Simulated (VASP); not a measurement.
Set up this calculation in VASP 6.6.1, as the native input.

```yaml
Task: single point
Functional: PBEsol
Potentials_or_basis: VASP PAW PBE potentials, release 64 (Ga_d)
Cutoff: 520 eV
k_mesh: 9 × 9 × 8
Occupations: fermi-dirac, width 0.05 eV
Spin: no spin polarisation
Dipole_correction: no
Further_INCAR_settings: ALGO = Normal; EDIFF = 1e-06; NBANDS = 34
```

The structure of Ga lies in POSCAR:

```
Ga
1.0
    2.1980140000     -3.7885697500     -0.0235057500
    2.3126860000      3.8562302500      0.0911662500
    0.0677505000      0.0677505000      4.5167000000
Ga
4
Direct
    0.1525000000      0.8475000000      0.0785000000
    0.6525000000      0.3475000000      0.4215000000
    0.8475000000      0.1525000000      0.9215000000
    0.3475000000      0.6525000000      0.5785000000
```

This cell differs from its parent crystal: equal xy, yz and zx shear strains of +3 %.

One way to write it, as run:

INCAR

```
SYSTEM = Ga
PREC     = Accurate       ! precision mode
ENCUT    = 520            ! plane-wave cutoff, eV
EDIFF    = 1E-6           ! SCF threshold, eV
ISMEAR   = -1             ! smearing method
SIGMA    = 0.05           ! smearing width, eV
LREAL    = .FALSE.        ! projectors in reciprocal space
LASPH    = .TRUE.         ! aspherical terms in the spheres
NELM     = 80             ! most SCF steps
ALGO     = Normal         ! electronic algorithm
ISIF     = 2              ! what is computed and relaxed
LWAVE    = .FALSE.        ! write WAVECAR
LCHARG   = .FALSE.        ! write CHGCAR
GGA      = PS             ! functional
NBANDS   = 34             ! bands
```

KPOINTS

```
Automatic mesh
0
G
  9 9 8
  0 0 0
```

Potentials or basis: VASP PAW PBE potentials, release 64 (Ga_d).

Command:

```console
$ cat potpaw_PBE.64/Ga_d/POTCAR > POTCAR
$ mpirun -np 1 vasp_std > vasp.out
```

It gave:

```json
{"Pressure": "-1.0 GPa", "Largest force": "0.493 eV/Å", "Band gap on the k mesh": "zero (bands 26 and 27 overlap by 1.32 eV)"}
```

Caveat: the cell differs from its parent crystal (equal xy, yz and zx shear strains of +3 %); the PAW data sets were made with another functional, which shifts forces and pressure a little.

It took 15 min on 1 thread of Oxide Virtual Turin-like Processor (shared host), peak memory 0.62 GiB.
